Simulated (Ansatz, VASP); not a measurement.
**One calculation of CuAu3, two programs**

INCAR

```
SYSTEM = CuAu3
ALGO = Normal
EDIFF = 1E-7
ENCUT = 520
ISIF = 2
ISMEAR = -1
LASPH = .True.
LCHARG = .False.
LREAL = .False.
LWAVE = .False.
NBANDS = 30
NELM = 100
PREC = Accurate
SIGMA = 0.05
```

File KPOINTS:

```
k-points
0
Gamma
  9 9 9
  0 0 0
```

File POSCAR:

```
CuAu3
1.0
    3.8987527127      0.0000000000      0.0000000000
    0.0000000000      3.8987527127      0.0000000000
    0.0000000000      0.0000000000      3.8987527127
Cu Au
1 3
Direct
    0.0000000000      0.0000000000      0.0000000000
    0.0000000000      0.5000000000      0.5000000000
    0.5000000000      0.0000000000      0.5000000000
    0.5000000000      0.5000000000      0.0000000000
```

Input for Ansatz:

```yaml
crystal:
  lattice:
    - [3.8987527127, 0.0, 0.0]
    - [0.0, 3.8987527127, 0.0]
    - [0.0, 0.0, 3.8987527127]
  atoms:
    - { symbol: Cu, position: [0.0, 0.0, 0.0] }
    - { symbol: Au, position: [0.0, 0.5, 0.5] }
    - { symbol: Au, position: [0.5, 0.0, 0.5] }
    - { symbol: Au, position: [0.5, 0.5, 0.0] }
kpoints:
  mp_grid: { grid: [9, 9, 9] }
  band_path:
    path:
      - [0.0, 0.0, 0.0]
      - [0.0, 0.5, 0.0]
      - [0.5, 0.5, 0.0]
      - [0.0, 0.0, 0.0]
      - [0.5, 0.5, 0.5]
      - [0.0, 0.5, 0.0]
      - [0.5, 0.5, 0.5]
      - [0.5, 0.5, 0.0]
    npoints: 5
scf:
  occupations: { method: fermi_dirac, width: 0.05 }
hamiltonian:
  xc: lda
  pseudopotentials: { kind: all_electron, lapw: { basis_error: 0.001 } }
output:
  forces: true
  stress: true
  eigenvalues: true
```

Change from the starting cell: volume scaled by 0.94.

Alike in both runs: task single point; functional LDA; k mesh 9 × 9 × 9; occupations fermi-dirac, width 0.05 eV; no spin polarisation.

```csv
,VASP,Ansatz
version,VASP 6.6.1,Ansatz 0.2.0
potentials or method,"VASP PAW LDA potentials, release 64 (Cu, Au), cutoff 520 eV","all-electron LAPW, scalar-relativistic"
```

|  | VASP | Ansatz | Ansatz less VASP |
| --- | --- | --- | --- |
| pressure (GPa) | 6.8 | 6.2 | -0.62 |

LDA's correlation is that of Perdew and Zunger in VASP and of Perdew and Wang (1992) in Ansatz. Ansatz ran all-electron here, and VASP with PAW potentials.

Spin-orbit coupling is off throughout.
